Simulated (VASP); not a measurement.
# CuSi16 (a cell with a defect) in VASP: relaxation of the atoms with PBEsol

Aim: the relaxation of the atoms of CuSi16 (a cell with a defect) with PBEsol.

Everything below comes from runs of VASP 6.6.1. Logs are shortened: lines on timing, memory, paths and dates and some standing lists are left out, and cuts for length are marked.

### Step 1. The cell of the first run

The cell holds a defect, 17 atoms: a = 7.679 Å, b = 7.679 Å, c = 7.679 Å, α = 60.00°, β = 60.00°, γ = 60.00°.

### Step 2. Relaxation of the atoms, PBEsol

INCAR reads:

```
SYSTEM = CuSi16
ALGO = Normal ; EDIFF = 1E-7
EDIFFG = -0.03 ; ENCUT = 520
GGA = PS ; IBRION = 2
ISIF = 2 ; ISMEAR = 0
LASPH = .TRUE. ; LCHARG = .FALSE.
LREAL = Auto ; LWAVE = .FALSE.
NELECT = 74.0 ; NELM = 60
NSW = 80 ; PREC = Accurate
SIGMA = 0.05
```

KPOINTS reads:

```
k-points
0
G
  2 2 2
  0 0 0
```

POSCAR reads:

```
CuSi16
1.0
    0.0000000000      5.4300000000      5.4300000000
    5.4300000000      0.0000000000      5.4300000000
    5.4300000000      5.4300000000      0.0000000000
Si Cu
16 1
Direct
    0.0000000000      0.0000000000      0.0000000000
    0.1250000000      0.1250000000      0.1250000000
    0.0000000000      0.0000000000      0.5000000000
    0.1250000000      0.1250000000      0.6250000000
    0.0000000000      0.5000000000      0.0000000000
    0.1250000000      0.6250000000      0.1250000000
    0.0000000000      0.5000000000      0.5000000000
    0.1250000000      0.6250000000      0.6250000000
    0.5000000000      0.0000000000      0.0000000000
    0.6250000000      0.1250000000      0.1250000000
    0.5000000000      0.0000000000      0.5000000000
    0.6250000000      0.1250000000      0.6250000000
    0.5000000000      0.5000000000      0.0000000000
    0.6250000000      0.6250000000      0.1250000000
    0.5000000000      0.5000000000      0.5000000000
    0.6250000000      0.6250000000      0.6250000000
    0.8117823000      0.3151151000      0.3108063000
```

Potentials or basis: VASP PAW PBE potentials, release 64 (Si, Cu).

On the command line:

```console
> cat potpaw_PBE.64/Si/POTCAR potpaw_PBE.64/Cu/POTCAR > POTCAR
> mpirun -np 1 vasp_std > vasp.out
```

OUTCAR:

```text
SYSTEM = CuSi16
   EDIFF = 1E-7
   EDIFFG = -0.03
   ENCUT = 520
   GGA = PS
   IBRION = 2
   ISIF = 2
   ISMEAR = 0
   LASPH = .TRUE.
   LREAL = Auto
   NELECT = 74.0
   NELM = 60
   NSW = 80
   PREC = Accurate

 ion  position               nearest neighbor table
   1  0.000  0.000  0.000-   2 2.35   4 2.35   6 2.35  10 2.35
   2  0.125  0.125  0.125-  17 2.26   3 2.35   5 2.35   9 2.35   1 2.35
   3  0.000  0.000  0.500-  17 2.27   4 2.35   8 2.35  12 2.35   2 2.35
   4  0.125  0.125  0.625-   1 2.35   3 2.35   7 2.35  11 2.35
   5  0.000  0.500  0.000-  17 2.24   6 2.35   8 2.35  14 2.35   2 2.35
   6  0.125  0.625  0.125-   1 2.35   5 2.35   7 2.35  13 2.35
   7  0.000  0.500  0.500-   4 2.35   6 2.35   8 2.35  16 2.35
   8  0.125  0.625  0.625-   3 2.35   5 2.35   7 2.35  15 2.35
   9  0.500  0.000  0.000-   2 2.35  10 2.35  12 2.35  14 2.35
  10  0.625  0.125  0.125-   1 2.35   9 2.35  11 2.35  13 2.35
  11  0.500  0.000  0.500-   4 2.35  10 2.35  12 2.35  16 2.35
  12  0.625  0.125  0.625-  17 2.26   9 2.35  11 2.35  15 2.35   3 2.35
  13  0.500  0.500  0.000-   6 2.35  10 2.35  14 2.35  16 2.35
  14  0.625  0.625  0.125-  17 2.23   9 2.35  13 2.35  15 2.35   5 2.35
  15  0.500  0.500  0.500-  17 2.25  12 2.35  14 2.35  16 2.35   8 2.35
  16  0.625  0.625  0.625-   7 2.35  11 2.35  13 2.35  15 2.35
  17  0.812  0.315  0.311-  14 2.23   5 2.24  15 2.25   2 2.26  12 2.26   3 2.27

  LATTYP: Found a face centered cubic cell.
 ALAT       =    10.8600000000

  Lattice vectors:

 A1 = (   0.0000000000,   5.4300000000,   5.4300000000)
 A2 = (   5.4300000000,   0.0000000000,   5.4300000000)
 A3 = (   5.4300000000,   5.4300000000,   0.0000000000)

Analysis of symmetry for initial positions (statically):
=====================================================================
 Subroutine PRICEL returns:
 Original cell was already a primitive cell.

 Routine SETGRP: Setting up the symmetry group for a
 face centered cubic supercell.

 Subroutine GETGRP returns: Found  1 space group operations
 (whereof  1 operations were pure point group operations)
 out of a pool of 48 trial point group operations.

The static configuration has the point symmetry C_1 .

Analysis of symmetry for dynamics (positions and initial velocities):
=====================================================================
 Subroutine PRICEL returns:
 Original cell was already a primitive cell.

 Routine SETGRP: Setting up the symmetry group for a
 face centered cubic supercell.

 Subroutine GETGRP returns: Found  1 space group operations
 (whereof  1 operations were pure point group operations)
 out of a pool of 48 trial point group operations.

The dynamic configuration has the point symmetry C_1 .

 Subroutine INISYM returns: Found  1 space group operations
 (whereof  1 operations are pure point group operations),
 and found     1 'primitive' translations

----------------------------------------------------------------------------------------

                                     Primitive cell

  volume of cell :     320.2060

  direct lattice vectors                    reciprocal lattice vectors
     0.000000000  5.430000000  5.430000000    -0.092081031  0.092081031  0.092081031
     5.430000000  0.000000000  5.430000000     0.092081031 -0.092081031  0.092081031
     5.430000000  5.430000000  0.000000000     0.092081031  0.092081031 -0.092081031

  length of vectors
     7.679179644  7.679179644  7.679179644     0.159489025  0.159489025  0.159489025

  position of ions in fractional coordinates (direct lattice)
     0.000000000  0.000000000  0.000000000
     0.125000000  0.125000000  0.125000000
     0.000000000  0.000000000  0.500000000
     0.125000000  0.125000000  0.625000000
     0.000000000  0.500000000  0.000000000
     0.125000000  0.625000000  0.125000000
[... 9 lines left out ...]
     0.625000000  0.625000000  0.625000000
     0.811782300  0.315115100  0.310806300

  ion indices of the primitive-cell ions
   primitive index   ion index
                 1           1
                 2           2
                 3           3
                 4           4
                 5           5
                 6           6
[... 9 lines left out ...]
                16          16
                17          17

----------------------------------------------------------------------------------------

 KPOINTS: k-points

Automatic generation of k-mesh.
 Grid dimensions read from file:
 generate k-points for:    2    2    2

 Generating k-lattice:

  Cartesian coordinates                     Fractional coordinates (reciprocal lattice)
    -0.046040516  0.046040516  0.046040516     0.500000000  0.000000000  0.000000000
     0.046040516 -0.046040516  0.046040516     0.000000000  0.500000000  0.000000000
     0.046040516  0.046040516 -0.046040516     0.000000000  0.000000000  0.500000000

  Length of vectors
     0.079744512  0.079744512  0.079744512

  Shift w.r.t. Gamma in fractional coordinates (k-lattice)
     0.000000000  0.000000000  0.000000000

 Subroutine IBZKPT returns following result:
 ===========================================

 Found      8 irreducible k-points:

 Following reciprocal coordinates:
            Coordinates               Weight
  0.000000  0.000000  0.000000      1.000000
  0.500000  0.000000  0.000000      1.000000
  0.000000  0.500000  0.000000      1.000000
  0.000000  0.000000  0.500000      1.000000
  0.500000  0.500000  0.500000      1.000000
  0.500000  0.500000  0.000000      1.000000
  0.000000  0.500000  0.500000      1.000000
  0.500000  0.000000  0.500000      1.000000
   k-points           NKPTS =      8   k-points in BZ     NKDIM =      8   number of bands    NBANDS=     46
   number of dos      NEDOS =    301   number of ions     NIONS =     17
   total plane-waves  NPLWV = 216000
   dimension x,y,z NGX =    60 NGY =   60 NGZ =   60
   dimension x,y,z NGXF=   120 NGYF=  120 NGZF=  120
   ions per type =              16   1
   NGX,Y,Z   is equivalent  to a cutoff of  12.99, 12.99, 12.99 a.u.
   NGXF,Y,Z  is equivalent  to a cutoff of  25.98, 25.98, 25.98 a.u.
 SYSTEM =  CuSi16
   PREC   = accura    normal or accurate (medium, high low for compatibility)
   ISTART =      0    job   : 0-new  1-cont  2-samecut
   ICHARG =      2    charge: 1-file 2-atom 10-const
   ISPIN  =      1    spin polarized calculation?
   LNONCOLLINEAR =      F non collinear calculations
   LSORBIT =      F    spin-orbit coupling
   LASPH  =      T    aspherical Exc in radial PAW
   ENCUT  =  520.0 eV  38.22 Ry    6.18 a.u.  14.28 14.28 14.28*2*pi/ulx,y,z
   NELM   =     60;   NELMIN=  2; NELMDL= -5     # of ELM steps
   EDIFF  = 0.1E-06   stopping-criterion for ELM
   LREAL  =      T    real-space projection
   EDIFFG = -.3E-01   stopping-criterion for IOM
   NSW    =     80    number of steps for IOM
   IBRION =      2    ionic relax: 0-MD 1-quasi-New 2-CG
   NFREE  =      1    steps in history (QN), initial steepest desc. (CG)
   ISIF   =      2    stress and relaxation
   ISYM   =      2    0-nonsym 1-usesym 2-fastsym
   POTIM  = 0.5000    time-step for ionic-motion
   TEBEG  =    0.0;   TEEND  =   0.0 temperature during run
   PSTRESS=    0.0 pullay stress
   NELECT =      74.0000    total number of electrons
   NUPDOWN=      -1.0000    fix difference up-down
   EMIN   =  10.00;   EMAX   =-10.00  energy-range for DOS
   EFERMI =   0.00;   METHOD = LEGACY
   ISMEAR =     0;   SIGMA  =   0.05  broadening in eV -4-tet -1-fermi 0-gaus
   EFERMI_NEDOS =   21; number of points for ismear=-14 and -15
   IALGO  =     38    algorithm
   IMIX   =      4    mixing-type and parameters
     AMIX     =   0.40;   BMIX     =  1.00
     AMIX_MAG =   1.60;   BMIX_MAG =  1.00
  volume/ion in A,a.u.               =      18.84       127.11
  Fermi-wavevector in a.u.,A,eV,Ry     =   1.004636  1.898488 13.732283  1.009294
  Thomas-Fermi vector in A             =   2.137265
   LORBIT       =      0    0 simple, 1 ext, 2 COOP (PROOUT), +10 PAW based schemes
   GGA     = PS    functional components
   LHFCALC =     F    Hartree Fock is set to
   AEXX    =    0.0000 exact exchange contribution
   IVDW    =     0    specifies the selected vdW correction
   LEPSILON=     F    determine dielectric tensor
   LRPA    =     F    only Hartree local field effects (RPA)
 conjugate gradient relaxation of ions
 non-spin polarized calculation
 Gauss-broadening in eV      SIGMA  =   0.05
  energy-cutoff  :      520.00
  volume of cell :      320.21
 maximum number of plane-waves:      8646
 NGX is ok and might be reduce to    60
   NGX = 29   NGY = 29   NGZ = 29

--------------------------------------- Ionic step        1  -------------------------------------------

 number of electron      74.0000001 magnetization

 Free energy of the ion-electron system (eV)
  ---------------------------------------------------
  ext. energy  EPLUGINS =         0.00000000
  ---------------------------------------------------
  free energy    TOTEN  =       -99.50100228 eV

  energy without entropy =      -99.49256885  energy(sigma->0) =      -99.49678557

------------------------ aborting loop because EDIFF is reached ----------------------------------------

  FORCE on cell =-STRESS in cart. coord.  units (eV):
  Direction    XX          YY          ZZ          XY          YZ          ZX
  --------------------------------------------------------------------------------------
  -------------------------------------------------------------------------------------
  Total       -1.7395807     -1.7264722     -1.7338387     -2.0079538     -2.0088345     -2.0073401
  in kB       -8.7041361     -8.6385468     -8.6754057    -10.0469632    -10.0513701    -10.0438925
  external PRESSURE =      -8.6726962 kB  Pullay stress =       0.0000000 kB
[... 134 lines left out ...]
  FREE ENERGIE OF THE ION-ELECTRON SYSTEM (eV)
  ---------------------------------------------------
  free  energy   TOTEN  =       -99.8937559572 eV

  energy  without entropy=      -99.8921426674  energy(sigma->0) =      -99.89294931

[... ionic steps 4 to 13 ...]

--------------------------------------- Ionic step       14  -------------------------------------------

 number of electron      73.9999994 magnetization

------------------------ aborting loop because EDIFF is reached ----------------------------------------

  FORCE on cell =-STRESS in cart. coord.  units (eV):
  Direction    XX          YY          ZZ          XY          YZ          ZX
  --------------------------------------------------------------------------------------
  -------------------------------------------------------------------------------------
  Total       -5.1856800     -5.1873450     -5.1858743      0.5442747      0.5499975      0.5440913
  in kB      -25.9469797    -25.9553107    -25.9479518      2.7233236      2.7519579      2.7224059
  external PRESSURE =     -25.9500807 kB  Pullay stress =       0.0000000 kB
[... 87 lines left out ...]
  energy  without entropy=     -100.0566526970  energy(sigma->0) =     -100.05858744

--------------------------------------- Ionic step       16  -------------------------------------------

 number of electron      73.9999994 magnetization

 Free energy of the ion-electron system (eV)
  ---------------------------------------------------
  ext. energy  EPLUGINS =         0.00000000
  ---------------------------------------------------
  free energy    TOTEN  =      -100.06070509 eV

  energy without entropy =     -100.05694441  energy(sigma->0) =     -100.05882475

 E-fermi :   6.3403     XC(G=0):  -9.7635

 val. band max:        6.2979594623   @ k =   0.0000   0.0000   0.0000
 cond. band min:       6.3956473153   @ k =   0.0000   0.0000   0.0000
 fundamental gap:      0.0976878530
 Fermi energy:         6.3403355257

 k-point     1 :       0.0000    0.0000    0.0000
  band No.  band energies     occupation
      1      -5.9796      2.00000
      2      -3.6160      2.00000
      3      -3.5685      2.00000
      4      -3.5682      2.00000
      5      -3.5131      2.00000
      6      -2.0082      2.00000
[... 425 lines left out ...]
  FREE ENERGIE OF THE ION-ELECTRON SYSTEM (eV)
  ---------------------------------------------------
  free  energy   TOTEN  =      -100.0607050932 eV

  energy  without entropy=     -100.0569444146  energy(sigma->0) =     -100.05882475

 reached required accuracy - stopping structural energy minimisation
```

Run time: 65 min. Hardware: 1 thread of Oxide Virtual Turin-like, shared host; peak memory 0.53 GiB.

Results:

* Free energy: -100.0607 eV
* Energy gained by relaxing: 32.9 meV/atom
* Ionic steps: 16
* Largest force after relaxing: 0.022 eV/Å

Forces in eV/Å, atoms in the order of the input:
```
Si   0.005  0.001  0.004
Si  -0.007  0.007 -0.006
Si  -0.001  0.005 -0.003
Si  -0.003 -0.009 -0.002
Si  -0.002  0.005  0.005
Si   0.001 -0.001 -0.005
Si   0.009  0.012  0.008
Si   0.002 -0.001  0.003
Si   0.000 -0.003  0.001
Si  -0.010 -0.008 -0.010
Si   0.004  0.002  0.007
Si  -0.003  0.006 -0.006
Si  -0.001  0.002  0.000
Si  -0.001 -0.007 -0.003
Si   0.005  0.007 -0.004
Si  -0.006 -0.002  0.000
Cu   0.006 -0.016  0.013
```

Step by step:
```tsv
step	energy change (eV)	largest force (eV/Å)	pressure (GPa)
1	0.0000	1.7249	-0.87
2	-0.3927	0.5281	-1.73
3	-0.3928	0.5262	-1.73
4	-0.4316	0.3380	-1.77
5	-0.4412	0.3318	-1.79
6	-0.4614	0.1775	-1.85
7	-0.4711	0.2736	-1.90
8	-0.4863	0.2543	-1.94
9	-0.5221	0.1913	-2.09
10	-0.5440	0.3035	-2.43
11	-0.5553	0.1803	-2.58
12	-0.5568	0.1144	-2.66
13	-0.5589	0.0612	-2.62
14	-0.5595	0.0397	-2.60
15	-0.5595	0.0404	-2.60
16	-0.5597	0.0215	-2.59
```

Final structure:
```yaml
crystal:
  lattice:
    - [0.00000, 5.43000, 5.43000]
    - [5.43000, 0.00000, 5.43000]
    - [5.43000, 5.43000, 0.00000]
  atoms:
    - { symbol: Si, position: [0.01079, 0.99887, 0.99879] }
    - { symbol: Si, position: [0.14269, 0.11868, 0.11804] }
    - { symbol: Si, position: [0.00677, 0.98230, 0.50666] }
    - { symbol: Si, position: [0.12625, 0.11425, 0.62620] }
    - { symbol: Si, position: [0.00649, 0.50702, 0.98202] }
    - { symbol: Si, position: [0.12622, 0.62629, 0.11398] }
    - { symbol: Si, position: [0.98717, 0.48738, 0.48711] }
    - { symbol: Si, position: [0.11128, 0.61150, 0.61118] }
    - { symbol: Si, position: [0.51352, 0.01383, 0.01349] }
    - { symbol: Si, position: [0.63765, 0.13789, 0.13758] }
    - { symbol: Si, position: [0.49882, 0.99888, 0.51072] }
    - { symbol: Si, position: [0.61814, 0.11858, 0.64266] }
    - { symbol: Si, position: [0.49879, 0.51101, 0.99877] }
    - { symbol: Si, position: [0.61839, 0.64294, 0.11821] }
    - { symbol: Si, position: [0.48210, 0.50705, 0.50642] }
    - { symbol: Si, position: [0.61404, 0.62630, 0.62619] }
    - { symbol: Cu, position: [0.81268, 0.31234, 0.31278] }
```

Caveat: the k points lie up to 0.50 Å⁻¹ apart; the cell carries a net charge on a neutralising background, which shifts energy and pressure; the cell is charged against a uniform background, so pressure and absolute levels hang on convention; the PAW data sets were made with another functional, which shifts forces and pressure a little.
